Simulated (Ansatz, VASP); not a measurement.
**Two plane-wave programs on C**

```
CELL_PARAMETERS angstrom
-0.80815 0.80815 3.31748
0.80815 -0.80815 3.31748
0.80815 0.80815 -3.31748
ATOMIC_POSITIONS crystal
C 0.00000 0.00000 0.00000
```

Alike in both runs: task relaxation of cell and atoms; functional PBEsol; k mesh 46 × 46 × 46; occupations gaussian, width 0.1 eV; no spin polarisation.

|  | VASP | Ansatz |
| --- | --- | --- |
| version | VASP 6.6.1 | Ansatz 0.2.0 |
| potentials or method | VASP PAW PBE potentials, release 64 (C), cutoff 600 eV | scalar-relativistic, plane waves, PAW |
| valence electrons in the cell | 4 | 4 |

```csv
,VASP,Ansatz,Ansatz less VASP
"gap on the k mesh at the Fermi level, each at its own relaxed structure (eV)",none,none,-
relaxed volume (Å³/atom),8.59,8.67,+0.080
relaxed length of the cell vector where the two differ most in proportion (Å),3.478,3.509,+0.0311
```

VASP's potentials were made for PBE, not for PBEsol. A gap of «none» marks a metal or a gap that the smearing closes.
